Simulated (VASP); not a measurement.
# AlN (P6_3/mmc) in VASP: further runs

The runs below take AlN through single point, with PBEsol.

Program: VASP 6.6.1. These are calculated values, not measurements. Logs are shortened: lines on timing, memory, paths and dates and some standing lists are left out, and cuts for length are marked.

**1. The cell of the first run**

It takes space group P6_3/mmc (No. 194, hexagonal). Conventional cell: a = 3.338 Å, b = 3.338 Å, c = 4.535 Å, α = 90.00°, β = 90.00°, γ = 120.00°. Al (site symmetry -6m2) has 5 N at 1.93 to 2.27 Å within 2.6 Å. N (site symmetry -6m2) has 5 Al at 1.93 to 2.27 Å within 2.6 Å.

**2. Single point, PBEsol (volume 10.942 Å^3 an atom, c/a of the conventional cell 1.3587)**

Input file INCAR:

```
SYSTEM = AlN
PREC = Accurate ; ENCUT = 520
EDIFF = 1E-7 ; ISMEAR = 0
SIGMA = 0.05 ; LREAL = .False.
LASPH = .True. ; NELM = 60
ALGO = Normal ; ISIF = 2
LWAVE = .False. ; LCHARG = .False.
GGA = PS ; NBANDS = 16
```

Input file KPOINTS:

```
Automatic mesh
0
Gamma
  9 9 6
  0 0 0
```

Input file POSCAR:

```
AlN
1.0
    3.3381114432      0.0000000000      0.0000000000
   -1.6690557216      2.8908893105      0.0000000000
    0.0000000000      0.0000000000      4.5354920179
Al N
2 2
Direct
    0.3333333333      0.6666666667      0.7500000000
    0.6666666667      0.3333333333      0.2500000000
    0.3333333333      0.6666666667      0.2500000000
    0.6666666667      0.3333333333      0.7500000000
```

Potentials or basis: VASP PAW PBE potentials, release 64 (Al, N).

Command:

```console
$ cat potpaw_PBE.64/Al/POTCAR potpaw_PBE.64/N/POTCAR > POTCAR
$ mpirun -np 1 vasp_std > vasp.out
```

OUTCAR:

```text
SYSTEM = AlN
   PREC = Accurate
   ENCUT = 520
   EDIFF = 1E-7
   ISMEAR = 0
   LREAL = .False.
   LASPH = .True.
   NELM = 60
   ISIF = 2
   GGA = PS

 ion  position               nearest neighbor table
   1  0.333  0.667  0.750-   4 1.93   4 1.93   4 1.93   3 2.27   3 2.27   2 2.98   2 2.98   2 2.98
                             2 2.98   2 2.98   2 2.98
   2  0.667  0.333  0.250-   3 1.93   3 1.93   3 1.93   4 2.27   4 2.27   1 2.98   1 2.98   1 2.98
                             1 2.98   1 2.98   1 2.98
   3  0.333  0.667  0.250-   2 1.93   2 1.93   2 1.93   1 2.27   1 2.27
   4  0.667  0.333  0.750-   1 1.93   1 1.93   1 1.93   2 2.27   2 2.27

  LATTYP: Found a hexagonal cell.
 ALAT       =     3.3381114432
 C/A-ratio  =     1.3587000000

  Lattice vectors:

 A1 = (   3.3381114432,   0.0000000000,   0.0000000000)
 A2 = (  -1.6690557216,   2.8908893105,   0.0000000000)
 A3 = (   0.0000000000,   0.0000000000,   4.5354920179)

Analysis of symmetry for initial positions (statically):
=====================================================================
 Subroutine PRICEL returns:
 Original cell was already a primitive cell.

 Routine SETGRP: Setting up the symmetry group for a
 hexagonal supercell.

 Subroutine GETGRP returns: Found 24 space group operations
 (whereof 12 operations were pure point group operations)
 out of a pool of 24 trial point group operations.

The static configuration has the point symmetry D_3d.
 The point group associated with its full space group is D_6h.

Analysis of symmetry for dynamics (positions and initial velocities):
=====================================================================
 Subroutine PRICEL returns:
 Original cell was already a primitive cell.

 Routine SETGRP: Setting up the symmetry group for a
 hexagonal supercell.

 Subroutine GETGRP returns: Found 24 space group operations
 (whereof 12 operations were pure point group operations)
 out of a pool of 24 trial point group operations.

The dynamic configuration has the point symmetry D_3d.
 The point group associated with its full space group is D_6h.

 Subroutine INISYM returns: Found 24 space group operations
 (whereof 12 operations are pure point group operations),
 and found     1 'primitive' translations

----------------------------------------------------------------------------------------

                                     Primitive cell

  volume of cell :      43.7680

  direct lattice vectors                    reciprocal lattice vectors
     3.338111443  0.000000000  0.000000000     0.299570586  0.172957158  0.000000000
    -1.669055722  2.890889310  0.000000000     0.000000000  0.345914317  0.000000000
[... 96 lines left out ...]
   ISYM   =      2    0-nonsym 1-usesym 2-fastsym
   POTIM  = 0.5000    time-step for ionic-motion
   TEBEG  =    0.0;   TEEND  =   0.0 temperature during run
   PSTRESS=    0.0 pullay stress
   NELECT =      16.0000    total number of electrons
   NUPDOWN=      -1.0000    fix difference up-down
   EMIN   =  10.00;   EMAX   =-10.00  energy-range for DOS
   EFERMI =   0.00;   METHOD = LEGACY
   ISMEAR =     0;   SIGMA  =   0.05  broadening in eV -4-tet -1-fermi 0-gaus
   EFERMI_NEDOS =   21; number of points for ismear=-14 and -15
   IALGO  =     38    algorithm
   IMIX   =      4    mixing-type and parameters
     AMIX     =   0.40;   BMIX     =  1.00
     AMIX_MAG =   1.60;   BMIX_MAG =  1.00
  volume/ion in A,a.u.               =      10.94        73.84
  Fermi-wavevector in a.u.,A,eV,Ry     =   1.170566  2.212049 18.643041  1.370225
  Thomas-Fermi vector in A             =   2.307023
   LORBIT       =      0    0 simple, 1 ext, 2 COOP (PROOUT), +10 PAW based schemes
   GGA     = PS    functional components
   LHFCALC =     F    Hartree Fock is set to
   AEXX    =    0.0000 exact exchange contribution
   IVDW    =     0    specifies the selected vdW correction
   LEPSILON=     F    determine dielectric tensor
   LRPA    =     F    only Hartree local field effects (RPA)
 non-spin polarized calculation
 Gauss-broadening in eV      SIGMA  =   0.05
  energy-cutoff  :      520.00
  volume of cell :       43.77
 maximum number of plane-waves:      1196
 NGX is ok and might be reduce to    28
   NGX = 13   NGY = 13   NGZ = 17

 number of electron      16.0000004 magnetization

 Free energy of the ion-electron system (eV)
  ---------------------------------------------------
  ext. energy  EPLUGINS =         0.00000000
  ---------------------------------------------------
  free energy    TOTEN  =       -30.63472360 eV

  energy without entropy =      -30.63472360  energy(sigma->0) =      -30.63472360

 E-fermi :   7.2398     XC(G=0): -10.9389

 val. band max:        7.0453098221   @ k =   0.0000   0.0000   0.0000
 cond. band min:       9.3250035238   @ k =   0.0000   0.0000   0.0000
 fundamental gap:      2.2796937017
 Fermi energy:         7.2398325834

 k-point     1 :       0.0000    0.0000    0.0000
  band No.  band energies     occupation
      1      -9.1988      2.00000
      2      -6.3546      2.00000
      3       0.3948      2.00000
      4       3.9974      2.00000
      5       3.9974      2.00000
      6       5.2343      2.00000
[... 433 lines left out ...]
      3       0.8405      2.00000
      4       1.5143      2.00000
      5       1.5143      2.00000
      6       3.5878      2.00000
[... 8 lines left out ...]
     15      17.2835      0.00000
     16      18.7629      0.00000

 [... further k-points ...]

------------------------ aborting loop because EDIFF is reached ----------------------------------------

  FORCE on cell =-STRESS in cart. coord.  units (eV):
  Direction    XX          YY          ZZ          XY          YZ          ZX
  --------------------------------------------------------------------------------------
  -------------------------------------------------------------------------------------
  Total       -4.2378555     -4.2378555     -5.0746154      0.0000000      0.0000000      0.0000000
  in kB     -155.1315123   -155.1315123   -185.7620588      0.0000000      0.0000000      0.0000000
  external PRESSURE =    -165.3416944 kB  Pullay stress =       0.0000000 kB

 VOLUME and BASIS-vectors are now :
 -----------------------------------------------------------------------------
  energy-cutoff  :      520.00
  volume of cell :       43.77
      direct lattice vectors                 reciprocal lattice vectors
     3.338111443  0.000000000  0.000000000     0.299570586  0.172957158  0.000000000
    -1.669055722  2.890889310  0.000000000     0.000000000  0.345914317  0.000000000
     0.000000000  0.000000000  4.535492018     0.000000000  0.000000000  0.220483245

 POSITION                                       TOTAL-FORCE (eV/Angst)
 -----------------------------------------------------------------------------------
     -0.00000      1.92726      3.40162        -0.000000     -0.000000      0.000000
      1.66906      0.96363      1.13387         0.000000      0.000000      0.000000
     -0.00000      1.92726      1.13387        -0.000000     -0.000000      0.000000
      1.66906      0.96363      3.40162         0.000000      0.000000      0.000000
 -----------------------------------------------------------------------------------
    total drift:                               -0.000000      0.000000      0.000000

  FREE ENERGIE OF THE ION-ELECTRON SYSTEM (eV)
  ---------------------------------------------------
  free  energy   TOTEN  =       -30.6347236004 eV

  energy  without entropy=      -30.6347236004  energy(sigma->0) =      -30.63472360
```

OSZICAR:

```text
N       E                     dE             d eps       ncg     rms          rms(c)
DAV:   1     0.374633786745E+02    0.37463E+02   -0.70357E+03  1536   0.879E+02
DAV:   2    -0.311460213052E+02   -0.68609E+02   -0.62835E+02  2184   0.183E+02
DAV:   3    -0.346112050375E+02   -0.34652E+01   -0.34524E+01  1904   0.417E+01
DAV:   4    -0.346338110838E+02   -0.22606E-01   -0.22604E-01  1864   0.378E+00
DAV:   5    -0.346341207482E+02   -0.30966E-03   -0.30966E-03  1872   0.443E-01    0.109E+01
DAV:   6    -0.306900033567E+02    0.39441E+01   -0.84427E+00  1944   0.212E+01    0.381E+00
DAV:   7    -0.306754307372E+02    0.14573E-01   -0.53633E-01  1648   0.513E+00    0.270E+00
DAV:   8    -0.306414412367E+02    0.33990E-01   -0.92145E-02  1600   0.256E+00    0.886E-01
DAV:   9    -0.306344340869E+02    0.70071E-02   -0.15219E-02  1936   0.966E-01    0.290E-01
DAV:  10    -0.306348152307E+02   -0.38114E-03   -0.19452E-03  1768   0.297E-01    0.177E-01
DAV:  11    -0.306347248722E+02    0.90358E-04   -0.12406E-04  1824   0.844E-02    0.418E-02
DAV:  12    -0.306347240671E+02    0.80507E-06   -0.52405E-06  1760   0.189E-02    0.927E-03
DAV:  13    -0.306347235457E+02    0.52140E-06   -0.26727E-06  1936   0.123E-02    0.442E-03
DAV:  14    -0.306347236004E+02   -0.54653E-07   -0.16561E-07  1000   0.374E-03
   1 F= -.30634724E+02 E0= -.30634724E+02  d E =-.155036E-10
```

It took 17 s on 1 thread of AMD EPYC 9R45 (Zen 5), shared host; peak memory 0.15 GiB.

What came out:

| Quantity | Value |
| --- | --- |
| Free energy | -30.6347 eV |
| Pressure | -16.5 GPa |
| Band gap on the k mesh | 2.28 eV, direct |

Levels at points of the mesh, in eV from the valence-band top:
| k point | band 5 | band 6 | band 7 | band 8 | band 9 | band 10 | band 11 | band 12 |
| --- | --- | --- | --- | --- | --- | --- | --- | --- |
| (0.00, 0.00, 0.00) | -3.05 | -1.81 | -1.81 | 0.00 | 2.28 | 3.74 | 7.87 | 7.87 |
| (0.00, 0.00, 0.50) | -2.46 | -2.46 | -2.46 | -2.46 | 4.78 | 4.78 | 8.17 | 8.17 |

Caveat: the PAW data sets were made with another functional, which shifts forces and pressure a little.

**3. Single point, PBEsol (volume 10.942 Å^3 an atom, c/a of the conventional cell 1.3371)**

Input file INCAR:

```
PREC = Accurate
ENCUT = 520
EDIFF = 1E-6
ISMEAR = 0
SIGMA = 0.05
LREAL = F
LASPH = T
NELM = 60
ALGO = Normal
ISIF = 2
LWAVE = F
LCHARG = T
GGA = PS
LELF = T
LVHAR = T
NBANDS = 16
```

Input file KPOINTS:

```
regular mesh
0
Gamma
  9 9 6
```

Input file POSCAR:

```
AlN
1.0
    3.3559905333      0.0000000000      0.0000000000
   -1.6779952667      2.9063730567      0.0000000000
    0.0000000000      0.0000000000      4.4872949421
Al N
2 2
Direct
    0.3333333333      0.6666666667      0.7500000000
    0.6666666667      0.3333333333      0.2500000000
    0.3333333333      0.6666666667      0.2500000000
    0.6666666667      0.3333333333      0.7500000000
```

Potentials or basis: VASP PAW PBE potentials, release 64 (Al, N).

Command:

```console
$ cat potpaw_PBE.64/Al/POTCAR potpaw_PBE.64/N/POTCAR > POTCAR
$ mpirun -np 1 vasp_std > vasp.out
```

Run time: 17 s. Hardware: 1 thread of AMD EPYC 9R45 (Zen 5), shared host; peak memory 0.15 GiB.

The run converged. Its results:

| Item | Value |
| --- | --- |
| Free energy | -30.6418 eV |
| Pressure | -17.4 GPa |
| Band gap on the k mesh | 2.32 eV, direct |

Stress tensor (GPa, compression positive):
```
-16.80   0.00   0.00
  0.00 -16.80   0.00
  0.00   0.00 -18.59
```

Levels at points of the mesh, in eV from the valence-band top:
```csv
k point,band 4,band 5,band 6,band 7,band 8,band 9,band 10,band 11,band 12,band 13
"(0.00, 0.00, 0.00)",-3.05,-3.05,-1.74,-1.74,0.00,2.32,3.68,7.80,7.80,10.24
"(0.00, 0.00, 0.50)",-3.74,-2.43,-2.43,-2.43,-2.43,4.81,4.81,8.09,8.09,8.09
```

Caveat: the PAW data sets were made with another functional, which shifts forces and pressure a little.

**4. Single point, PBEsol (volume 10.942 Å^3 an atom, c/a of the conventional cell 1.2144)**

Input file INCAR:

```
PREC = Accurate
ENCUT = 520
EDIFF = 1E-7
ISMEAR = 0
SIGMA = 0.05
LREAL = F
LASPH = T
NELM = 100
ALGO = Normal
ISIF = 2
LWAVE = F
LCHARG = F
GGA = PS
NBANDS = 16
```

Input file KPOINTS:

```
Automatic mesh
0
Gamma
  9 9 6
```

Input file POSCAR:

```
AlN
1.0
    3.4654111667      0.0000000000      0.0000000000
   -1.7327055834      3.0011341049      0.0000000000
    0.0000000000      0.0000000000      4.2083953209
Al N
2 2
Direct
    0.3333333333      0.6666666667      0.7500000000
    0.6666666667      0.3333333333      0.2500000000
    0.3333333333      0.6666666667      0.2500000000
    0.6666666667      0.3333333333      0.7500000000
```

Potentials or basis: VASP PAW PBE potentials, release 64 (Al, N).

Command:

```console
$ cat potpaw_PBE.64/Al/POTCAR potpaw_PBE.64/N/POTCAR > POTCAR
$ mpirun -np 1 vasp_std > vasp.out
```

OUTCAR:

```text
PREC = Accurate
   ENCUT = 520
   EDIFF = 1E-7
   ISMEAR = 0
   LREAL = F
   LASPH = T
   NELM = 100
   ISIF = 2
   GGA = PS

 ion  position               nearest neighbor table
   1  0.333  0.667  0.750-   4 2.00   4 2.00   4 2.00   3 2.10   3 2.10   2 2.90   2 2.90   2 2.90
                             2 2.90   2 2.90   2 2.90
   2  0.667  0.333  0.250-   3 2.00   3 2.00   3 2.00   4 2.10   4 2.10   1 2.90   1 2.90   1 2.90
                             1 2.90   1 2.90   1 2.90
   3  0.333  0.667  0.250-   2 2.00   2 2.00   2 2.00   1 2.10   1 2.10
   4  0.667  0.333  0.750-   1 2.00   1 2.00   1 2.00   2 2.10   2 2.10

  LATTYP: Found a hexagonal cell.
 ALAT       =     3.4654111667
 C/A-ratio  =     1.2144000000

  Lattice vectors:

 A1 = (   3.4654111667,   0.0000000000,   0.0000000000)
 A2 = (  -1.7327055834,   3.0011341049,   0.0000000000)
 A3 = (   0.0000000000,   0.0000000000,   4.2083953209)

Analysis of symmetry for initial positions (statically):
=====================================================================
 Subroutine PRICEL returns:
 Original cell was already a primitive cell.

 Routine SETGRP: Setting up the symmetry group for a
 hexagonal supercell.
[... 170 lines left out ...]
  free energy    TOTEN  =       -30.60646220 eV

  energy without entropy =      -30.60646220  energy(sigma->0) =      -30.60646220

 E-fermi :   6.8434     XC(G=0): -10.9292

 val. band max:        6.6365666444   @ k =   0.0000   0.0000   0.0000
 cond. band min:       9.2687930675   @ k =   0.0000   0.0000   0.0000
 fundamental gap:      2.6322264231
 Fermi energy:         6.8433655656

 k-point     1 :       0.0000    0.0000    0.0000
  band No.  band energies     occupation
      1      -9.2471      2.00000
      2      -5.8435      2.00000
      3       0.5252      2.00000
      4       3.6831      2.00000
      5       3.6831      2.00000
      6       5.4520      2.00000
[... 433 lines left out ...]
      3       0.7848      2.00000
      4       1.5449      2.00000
      5       1.5449      2.00000
      6       4.2820      2.00000
[... 8 lines left out ...]
     15      17.5898      0.00000
     16      18.9523      0.00000

 [... further k-points ...]
[... 5 lines left out ...]
  --------------------------------------------------------------------------------------
  -------------------------------------------------------------------------------------
  Total       -5.9746964     -5.9746964     -4.3282997      0.0000000      0.0000000      0.0000000
  in kB     -218.7105462   -218.7105462   -158.4423241      0.0000000      0.0000000      0.0000000
  external PRESSURE =    -198.6211388 kB  Pullay stress =       0.0000000 kB

 VOLUME and BASIS-vectors are now :
 -----------------------------------------------------------------------------
  energy-cutoff  :      520.00
  volume of cell :       43.77
      direct lattice vectors                 reciprocal lattice vectors
     3.465411167  0.000000000  0.000000000     0.288566047  0.166603685  0.000000000
    -1.732705583  3.001134105  0.000000000     0.000000000  0.333207369  0.000000000
     0.000000000  0.000000000  4.208395321     0.000000000  0.000000000  0.237620262

 POSITION                                       TOTAL-FORCE (eV/Angst)
 -----------------------------------------------------------------------------------
     -0.00000      2.00076      3.15630        -0.000000      0.000000      0.000000
      1.73271      1.00038      1.05210        -0.000000      0.000000      0.000000
     -0.00000      2.00076      1.05210        -0.000000      0.000000      0.000000
      1.73271      1.00038      3.15630         0.000000      0.000000      0.000000
 -----------------------------------------------------------------------------------
    total drift:                                0.000000     -0.000000      0.000000

  FREE ENERGIE OF THE ION-ELECTRON SYSTEM (eV)
  ---------------------------------------------------
  free  energy   TOTEN  =       -30.6064622036 eV

  energy  without entropy=      -30.6064622036  energy(sigma->0) =      -30.60646220
```

OSZICAR:

```text
N       E                     dE             d eps       ncg     rms          rms(c)
DAV:   1     0.387778993540E+02    0.38778E+02   -0.72608E+03  1544   0.891E+02
DAV:   2    -0.310430903545E+02   -0.69821E+02   -0.63065E+02  2264   0.181E+02
DAV:   3    -0.345080800761E+02   -0.34650E+01   -0.34517E+01  1888   0.410E+01
DAV:   4    -0.345312516938E+02   -0.23172E-01   -0.23170E-01  1880   0.381E+00
DAV:   5    -0.345315714270E+02   -0.31973E-03   -0.31972E-03  1832   0.450E-01    0.106E+01
DAV:   6    -0.306707128658E+02    0.38609E+01   -0.81700E+00  2000   0.208E+01    0.370E+00
DAV:   7    -0.306527914026E+02    0.17921E-01   -0.60620E-01  1656   0.517E+00    0.266E+00
DAV:   8    -0.306158342370E+02    0.36957E-01   -0.12251E-01  1656   0.280E+00    0.962E-01
DAV:   9    -0.306061185507E+02    0.97157E-02   -0.22095E-02  1904   0.114E+00    0.297E-01
DAV:  10    -0.306065615466E+02   -0.44300E-03   -0.28605E-03  1768   0.348E-01    0.173E-01
DAV:  11    -0.306064662967E+02    0.95250E-04   -0.12307E-04  1872   0.838E-02    0.499E-02
DAV:  12    -0.306064629663E+02    0.33305E-05   -0.88041E-06  1776   0.224E-02    0.106E-02
DAV:  13    -0.306064621441E+02    0.82215E-06   -0.35877E-06  1952   0.137E-02    0.411E-03
DAV:  14    -0.306064622036E+02   -0.59460E-07   -0.18118E-07  1288   0.384E-03
   1 F= -.30606462E+02 E0= -.30606462E+02  d E =-.216063E-11
```

stdout:

```text
POSCAR found type information on POSCAR AlN
 POSCAR found :  2 types and       4 ions
 scaLAPACK will be used
 -----------------------------------------------------------------------------
|                                                                             |
|                                                                             |
|     You enforced a specific xc type in the INCAR file but a different       |
|     I HOPE YOU KNOW WHAT YOU ARE DOING!                                     |
|                                                                             |
 -----------------------------------------------------------------------------

 LDA part: xc-table for (Slater+PW92), standard interpolation
 POSCAR, INCAR and KPOINTS ok, starting setup
 FFT: planning ... GRIDC
 FFT: planning ... GRID_SOFT
 FFT: planning ... GRID
 WAVECAR not read
 entering main loop
```

Run time: 14 s. Hardware: 1 thread of AMD EPYC 9R45 (Zen 5), shared host; peak memory 0.14 GiB.

What came out:

* Free energy: -30.6065 eV
* Pressure: -19.9 GPa
* Band gap on the k mesh: 2.63 eV, direct

Caveat: the PAW data sets were made with another functional, which shifts forces and pressure a little.

(Continued in part 2 of 2.)
